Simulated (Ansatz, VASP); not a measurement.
SnS2 in VASP and in Ansatz

The input INCAR:

```
ALGO = Normal
EDIFF = 1E-7
EDIFFG = -0.01
ENCUT = 500
GGA = RE
GGA_COMPAT = F
IBRION = 2
ISIF = 3
ISMEAR = -1
IVDW = 12
LASPH = T
LCHARG = F
LREAL = F
LWAVE = F
NELM = 120
NELMIN = 4
NSW = 80
PREC = Accurate
SIGMA = 0.1
```

Contents of KPOINTS:

```
k-points
0
Gamma
  6 6 4
```

Contents of POSCAR:

```
SnS2
1.0
    3.6390000000      0.0000000000      0.0000000000
   -1.8195000000      3.1514664400      0.0000000000
    0.0000000000      0.0000000000      5.8680000000
Sn S
1 2
Direct
    0.0000000000      0.0000000000      0.0000000000
    0.3333333333      0.6666666667      0.2500000000
    0.6666666667      0.3333333333      0.7500000000
```

Input for Ansatz:

```yaml
crystal:
  lattice:
    - [3.639, 0.0, 0.0]
    - [-1.8195, 3.15146644, 0.0]
    - [0.0, 0.0, 5.868]
  atoms:
    - { symbol: Sn, position: [0.0, 0.0, 0.0] }
    - { symbol: S, position: [0.3333333333333333, 0.6666666666666666, 0.25] }
    - { symbol: S, position: [0.6666666666666666, 0.3333333333333333, 0.75] }
basis:
  ecutwfc: 450.0
kpoints:
  mp_grid:
    grid: [6, 6, 4]
hamiltonian:
  xc: revpbe
  dispersion: d3bj
scf:
  occupations:
    method: fermi_dirac
relax:
  max_steps: 60
  cell: {}
```

Alike in both runs: task relaxation of cell and atoms; functional revPBE; dispersion D3(BJ); k mesh 6 × 6 × 4; no spin polarisation.

|  | VASP | Ansatz |
| --- | --- | --- |
| version | VASP 6.6.1 | Ansatz 0.2.0 |
| potentials or method | VASP PAW PBE potentials, release 64 (Sn_d, S), cutoff 500 eV | plane waves, PAW |
| occupations | fermi-dirac, width 0.1 eV | fermi-dirac |
| valence electrons in the cell | 26 | 26 |

Ansatz gave:

* relaxed volume (Å³/atom): 21.69
* relaxed cell length with the largest relative difference (Å): 5.618

Problem. Which values does VASP return?

Solution. Relaxed volume (Å³/atom): 21.61; relaxed cell length with the largest relative difference (Å): 5.609.

VASP's potentials were made for PBE, not for revPBE.
